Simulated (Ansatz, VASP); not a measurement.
# SiO2 in VASP and in Ansatz

The input POSCAR:

```
SiO2
1.0
    4.9570000000      0.0000000000      0.0000000000
    0.0000000000      4.9570000000      0.0000000000
    0.0000000000      0.0000000000      6.8903000000
Si O
4 8
Direct
    0.3070900602      0.3070900602      0.0000000000
    0.1929099398      0.8070900602      0.2500000000
    0.6929099398      0.6929099398      0.5000000000
    0.8070900602      0.1929099398      0.7500000000
    0.2359638040      0.1200361811      0.1869472769
    0.3799638189      0.7359638040      0.4369472769
    0.7640361960      0.8799638189      0.6869472769
    0.6200361811      0.2640361960      0.9369472769
    0.7359638040      0.3799638189      0.5630527231
    0.8799638189      0.7640361960      0.3130527231
    0.2640361960      0.6200361811      0.0630527231
    0.1200361811      0.2359638040      0.8130527231
```

File INCAR.step1:

```
PREC = Accurate ; ENCUT = 520
ISMEAR = -1 ; SIGMA = 0.02
LREAL = False ; LASPH = True
NELM = 80 ; NBANDS = 44
GGA = PE ; ALGO = Normal
EDIFF = 1E-4 ; LWAVE = True
LCHARG = False
```

INCAR.step2

```
PREC = Accurate ; ENCUT = 520
EDIFF = 1E-8 ; ISMEAR = -1
SIGMA = 0.02 ; LREAL = False
LASPH = True ; NELM = 80
ALGO = Normal ; ISIF = 2
LWAVE = False ; LCHARG = False
METAGGA = R2SCAN ; LMIXTAU = True
LEFG = True ; NBANDS = 44
ISTART = 1
```

File KPOINTS:

```
Automatic mesh
0
Gamma
  4 4 3
```

Input for Ansatz:

```yaml
crystal:
  lattice:
    - [4.957, 0.0, 0.0]
    - [0.0, 4.957, 0.0]
    - [0.0, 0.0, 6.8903]
  atoms:
    - { symbol: Si, position: [0.3070900602, 0.3070900602, 0.0] }
    - { symbol: Si, position: [0.1929099398, 0.8070900602, 0.25] }
    - { symbol: Si, position: [0.6929099398, 0.6929099398, 0.5] }
    - { symbol: Si, position: [0.8070900602, 0.1929099398, 0.75] }
    - { symbol: O, position: [0.235963804, 0.1200361811, 0.1869472769] }
    - { symbol: O, position: [0.3799638189, 0.735963804, 0.4369472769] }
    - { symbol: O, position: [0.764036196, 0.8799638189, 0.6869472769] }
    - { symbol: O, position: [0.6200361811, 0.264036196, 0.9369472769] }
    - { symbol: O, position: [0.735963804, 0.3799638189, 0.5630527231] }
    - { symbol: O, position: [0.8799638189, 0.764036196, 0.3130527231] }
    - { symbol: O, position: [0.264036196, 0.6200361811, 0.0630527231] }
    - { symbol: O, position: [0.1200361811, 0.235963804, 0.8130527231] }
kpoints:
  mp_grid: { grid: [4, 4, 3] }
scf:
  occupations: { method: fermi_dirac, width: 0.02 }
hamiltonian:
  xc: r2scan
  pseudopotentials: { kind: paw }
output:
  forces: true
  stress: true
  populations: true
  efg: { quadrupole_moments_barn: { O: -0.02558 }, contact_densities: true }
```

Alike in both runs: task electric field gradients; functional r2SCAN; k mesh 4 × 4 × 3; occupations fermi-dirac, width 0.02 eV; no spin polarisation.

|  | VASP | Ansatz |
| --- | --- | --- |
| version | VASP 6.6.1 | Ansatz 0.2.0 |
| potentials or method | VASP PAW PBE potentials, release 64 (Si, O) | plane-wave PAW, scalar-relativistic |
| plane-wave cutoff (eV) | 520 | 500 |
| valence electrons in the cell | 64 | 64 |

```csv
,VASP,Ansatz,Ansatz less VASP
gap on the k mesh at the Fermi level (eV),6.28,6.28,0.000
pressure (GPa),-3.2,-3.4,-0.19
"traceless stress, the component that is largest in VASP (GPa)",-0.44,-0.42,+0.027
rms of the force components (eV/Å),0.143,0.142,-0.0011
size of Vzz on the site where it differs most (V/Å²),88.0,92.5,+4.53
```

VASP's potentials were made for PBE, not for r2SCAN. Atom by atom the forces differ by 0.010 eV/Å (rms over components). The functional is the same, so the differences come from potentials, cutoffs and numerics.
